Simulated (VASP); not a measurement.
Input of a VASP 6.6.1 run:

POSCAR

```
Si
1.0
    3.8319083599      0.0000000000      0.0000000000
   -1.9159541800      3.3185299846      0.0000000000
    0.0000000000      0.0000000000      6.3418199217
Si
4
Direct
    0.3333333333      0.6666666667      0.0347078587
    0.6666666667      0.3333333333      0.5630908784
    0.3333333333      0.6666666667      0.4369091216
    0.6666666667      0.3333333333      0.9369091216
```

File INCAR.step1:

```
SYSTEM = Si
ALGO     = Normal         ! electronic algorithm
EDIFF    = 1E-4           ! SCF threshold, eV
ENCUT    = 520            ! plane-wave cutoff, eV
GGA      = PE             ! functional
ISMEAR   = 0              ! smearing method
LASPH    = .TRUE.         ! aspherical terms in the spheres
LCHARG   = .FALSE.        ! write CHGCAR
LREAL    = .FALSE.        ! projectors in reciprocal space
LWAVE    = .TRUE.         ! write WAVECAR
NBANDS   = 16             ! bands
NELM     = 100            ! most SCF steps
PREC     = Accurate       ! precision mode
SIGMA    = 0.05           ! smearing width, eV
```

Contents of INCAR.step2:

```
SYSTEM = Si
ALGO     = Normal         ! electronic algorithm
EDIFF    = 1E-6           ! SCF threshold, eV
ENCUT    = 520            ! plane-wave cutoff, eV
ISIF     = 2              ! what is computed and relaxed
ISMEAR   = 0              ! smearing method
ISTART   = 1            
LASPH    = .TRUE.         ! aspherical terms in the spheres
LCHARG   = .FALSE.        ! write CHGCAR
LMIXTAU  = .TRUE.       
LREAL    = .FALSE.        ! projectors in reciprocal space
LWAVE    = .FALSE.        ! write WAVECAR
METAGGA  = R2SCAN         ! meta-GGA
NBANDS   = 16             ! bands
NELM     = 100            ! most SCF steps
PREC     = Accurate       ! precision mode
SIGMA    = 0.05           ! smearing width, eV
```

File KPOINTS:

```
k-points
0
G
  12 12 4
  0 0 0
```

Potentials or basis: VASP PAW PBE potentials, release 64 (Si).

Command:

```sh
$ cat potpaw_PBE.64/Si/POTCAR > POTCAR
$ cp INCAR.step1 INCAR
$ mpirun -np 1 vasp_std > vasp.out
$ cp INCAR.step2 INCAR
$ mpirun -np 1 vasp_std > vasp.out
```

Question: Predict the largest force.

Answer: 2.117 eV/Å.

Question: What does it give for the pressure?

Answer: 0.4 GPa.

Question: Estimate the band gap on the k mesh.

Answer: 0.34 eV (least direct gap 1.09 eV).

Stress tensor (GPa, compression positive):
```
 1.93  0.00  0.00
 0.00  1.93  0.00
 0.00  0.00 -2.55
```

Caveat: the cell differs from its parent crystal (atom 1 (Si) moved -0.180 Å along Cartesian [0 0 1]); the PAW data sets were made with another functional, which shifts forces and pressure a little. A k mesh can miss the band edges.
